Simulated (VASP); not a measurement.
Wanted: the native input for a VASP 6.6.1 run.

| Property | Result |
| --- | --- |
| Task | relaxation of cell and atoms |
| Functional | PBEsol |
| Potentials or basis | VASP PAW PBE potentials, release 64 (Re) |
| Cutoff | 600 eV |
| k mesh | 10 × 10 × 10 |
| Occupations | gaussian, width 0.05 eV |
| Spin | no spin polarisation |
| Target pressure | 5 GPa |
| Dipole correction | no |
| Further INCAR settings | ALGO = Normal; EDIFF = 1e-06; IBRION = 2; EDIFFG = -0.03; NSW = 80; ISIF = 3 |

The structure of Re lies in POSCAR:

```
Re
1.0
    2.5300000000      0.0000000000      0.0000000000
    0.0000000000      2.5300000000      0.0000000000
    0.0000000000      0.0000000000      2.5300000000
Re
1
Direct
    0.0000000000      0.0000000000      0.0000000000
```

These files were run (other wordings do the same):

INCAR

```
SYSTEM = Re
PREC = Accurate
ENCUT = 600
EDIFF = 1E-6
ISMEAR = 0
SIGMA = 0.05
LREAL = .False.
LASPH = .True.
NELM = 60
ALGO = Normal
ISIF = 3
LWAVE = .False.
LCHARG = .False.
GGA = PS
IBRION = 2
NSW = 80
EDIFFG = -0.03
PSTRESS = 50.0
```

KPOINTS

```
regular mesh
0
Gamma
  10 10 10
  0 0 0
```

Potentials or basis: VASP PAW PBE potentials, release 64 (Re).

Launch:

```console
$ cat potpaw_PBE.64/Re/POTCAR > POTCAR
$ mpirun -np 1 vasp_std > vasp.out
```

Results of the run:

```json
{
 "Relaxed volume": "16.29 Å³/atom",
 "Relaxed cell": "a = 2.535 Å, b = 2.535 Å, c = 2.535 Å, α = 90.00°, β = 90.00°, γ = 90.00°",
 "Space group after relaxing (to 0.05 Å)": "Pm-3m (No. 221)",
 "Energy change on relaxing (the enthalpy is what falls)": "-3.6 meV/atom",
 "Ionic steps": "3",
 "Pressure after relaxing": "5.0 GPa"
}
```

Caveat: the cell is relaxed towards a set pressure, so the enthalpy falls and the energy may rise; the PAW data sets were made with another functional, which shifts forces and pressure a little.

Wall time 8.5 s on 1 thread of Intel(R) Xeon(R) Platinum 8375C CPU @ 2.90GHz (Ice Lake), with other jobs on the host, peak memory 0.13 GiB.
